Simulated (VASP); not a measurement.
A run of VASP 6.6.1 is set up as follows.

INCAR

```
SYSTEM = Na2Hg
PREC = Accurate
ENCUT = 520
EDIFF = 1E-7
ISMEAR = 0
SIGMA = 0.1
LREAL = .False.
LASPH = .True.
NELM = 60
ALGO = Normal
ISIF = 2
LWAVE = .False.
LCHARG = .False.
LDIPOL = .True.
IDIPOL = 3
DIPOL = 0.5 0.5 0.287
GGA = PE
NBANDS = 35
```

KPOINTS

```
Automatic mesh
0
Gamma
  3 3 1
  0 0 0
```

POSCAR

```
Na2Hg
1.0
    9.6172257953      0.0000003239      0.0000000000
   -4.8086131781      8.3287616907      0.0000000000
    0.0000000000      0.0000000000     26.1561220408
Na Hg
4 2
Direct
    0.5000000000      1.0000000000      0.2867397540
    1.0000000000      0.5000000000      0.2867397540
    0.5000000000      0.5000000000      0.2867397540
    1.0000000000      1.0000000000      0.2867397540
    0.3333333333      0.6666666667      0.2428963530
    0.6666666667      0.3333333333      0.3305831550
```

Potentials or basis: VASP PAW PBE potentials, release 64 (Na_pv, Hg).

Launch:

```sh
$ cat potpaw_PBE.64/Na_pv/POTCAR potpaw_PBE.64/Hg/POTCAR > POTCAR
$ mpirun -np 1 vasp_std > vasp.out
```

Estimate the band gap on the k mesh.

zero (band 26 reaches -2.54 eV, above the bottom of band 27 at -2.56 eV).

Predict the largest force.

0.015 eV/Å.

Forces in eV/Å, atoms in the order of the input:
```
Na   0.000  0.000  0.000
Na   0.000  0.000  0.000
Na   0.000  0.000  0.000
Na   0.000  0.000  0.000
Hg   0.000  0.000  0.015
Hg   0.000  0.000 -0.015
```

Caveat: spin-orbit coupling is left out, which moves the levels of the heavy elements.
